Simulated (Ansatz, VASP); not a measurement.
## GaAs: VASP beside Ansatz

```
Ga As
1.0
     0.00000    2.78864    2.78864
     2.78864    0.00000    2.78864
     2.78864    2.78864    0.00000
Ga As
1 1
Direct
  0.00000 0.00000 0.00000
  0.75000 0.75000 0.75000
```

Change from the starting cell: volume scaled by 0.96, crystal datasets.

Alike in both runs: task electric field gradients; functional LDA; k mesh 11 × 11 × 11; occupations fermi-dirac, width 0.05 eV; no spin polarisation.

|  | VASP | Ansatz |
| --- | --- | --- |
| version | VASP 6.6.1 | Ansatz 0.2.0 |
| potentials or method | VASP PAW LDA potentials, release 64 (Ga_d, As), cutoff 520 eV | all-electron PAW with datasets made for the crystal, scalar-relativistic |

VASP gave:

```
pressure (GPa) : 1.4
```

Task: Which values does Ansatz return?

Result: Pressure (GPa): 1.1.

LDA's correlation is that of Perdew and Zunger in VASP and of Perdew and Wang (1992) in Ansatz. Ansatz ran all-electron here, and VASP with PAW potentials.
